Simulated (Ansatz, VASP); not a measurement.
**One calculation of AgCl, two programs**

The input INCAR:

```
SYSTEM = AgCl
PREC = Accurate ; ENCUT = 520
EDIFF = 1E-6 ; ISMEAR = -1
SIGMA = 0.01 ; LREAL = .FALSE.
LASPH = .TRUE. ; NELM = 100
ALGO = Normal ; ISIF = 2
LWAVE = .FALSE. ; LCHARG = .FALSE.
GGA = PS ; NBANDS = 16
```

KPOINTS

```
regular mesh
0
G
  9 9 9
  0 0 0
```

POSCAR

```
AgCl
1.0
    3.4902776466      0.0000000000      0.0000000000
    0.0000000000      3.4902776466      0.0000000000
    0.0000000000      0.0000000000      3.4902776466
Ag Cl
1 1
Direct
    0.0000000000      0.0000000000      0.0000000000
    0.5000000000      0.5000000000      0.5000000000
```

Input for Ansatz:

```yaml
crystal:
  lattice:
    - [3.4902776466, 0.0, 0.0]
    - [0.0, 3.4902776466, 0.0]
    - [0.0, 0.0, 3.4902776466]
  atoms:
    - { symbol: Ag, position: [0.0, 0.0, 0.0] }
    - { symbol: Cl, position: [0.5, 0.5, 0.5] }
kpoints:
  mp_grid: { grid: [9, 9, 9] }
scf:
  occupations: { method: fermi_dirac, width: 0.01 }
hamiltonian:
  xc: pbesol
  pseudopotentials: { kind: all_electron, lapw: { basis_error: 0.001 } }
output:
  forces: true
  stress: true
  eigenvalues: true
```

Change from the starting cell: volume scaled by 1.05.

Alike in both runs: task single point; functional PBEsol; k mesh 9 × 9 × 9; occupations fermi-dirac, width 0.01 eV; no spin polarisation.

|  | VASP | Ansatz |
| --- | --- | --- |
| version | VASP 6.6.1 | Ansatz 0.2.0 |
| potentials or method | VASP PAW PBE potentials, release 64 (Ag, Cl), cutoff 520 eV | all-electron LAPW, scalar-relativistic |

Ansatz gave:

| Quantity | Value |
| --- | --- |
| gap on the k mesh at the Fermi level (eV) | 0.44 |
| pressure (GPa) | -6.2 |

Problem. Which values does VASP return?

Solution. gap on the k mesh at the Fermi level (eV): 0.43; pressure (GPa): -6.3.

VASP's potentials were made for PBE, not for PBEsol. Ansatz ran all-electron here, and VASP with PAW potentials.
